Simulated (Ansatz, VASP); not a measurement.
**One calculation of Zr12H, two programs**

```
CELL_PARAMETERS angstrom
6.46000 0.00000 0.00000
-4.84500 8.39179 0.00000
0.00000 0.00000 5.14539
ATOMIC_POSITIONS crystal
Zr 0.00224 0.00250 0.99862
Zr 0.16238 0.21860 0.50075
Zr 0.00347 0.33125 0.00736
Zr 0.17244 0.55665 0.50894
Zr 0.00388 0.67222 0.00532
Zr 0.16832 0.89066 0.50473
Zr 0.49814 0.99682 0.99715
Zr 0.66272 0.21553 0.49520
Zr 0.49399 0.33104 0.99118
Zr 0.66261 0.55618 0.49295
Zr 0.50408 0.66878 0.99931
Zr 0.66450 0.88508 0.50245
H 0.83285 0.44331 0.25043
```

Alike in both runs: functional PBEsol; k mesh 3 × 2 × 3; occupations gaussian, width 0.05 eV; no spin polarisation.

Ansatz relaxed the structure, and its values are those at the end. VASP's run is a single point on that final structure, the one shown.

|  | VASP | Ansatz |
| --- | --- | --- |
| version | VASP 6.6.1 | Ansatz 0.2.0 |
| potentials or method | VASP PAW PBE potentials, release 64 (Zr_sv, H), cutoff 520 eV | scalar-relativistic, plane waves, PAW |
| valence electrons in the cell | 145 | 145 |

```csv
,VASP,Ansatz,Ansatz less VASP
rms of the force components (eV/Å),0.005,0.005,-0.0002
```

VASP's potentials were made for PBE, not for PBEsol. The functional is the same, so the differences come from potentials, cutoffs and numerics.

The k mesh is coarse, so the values compare programs but aren't converged.
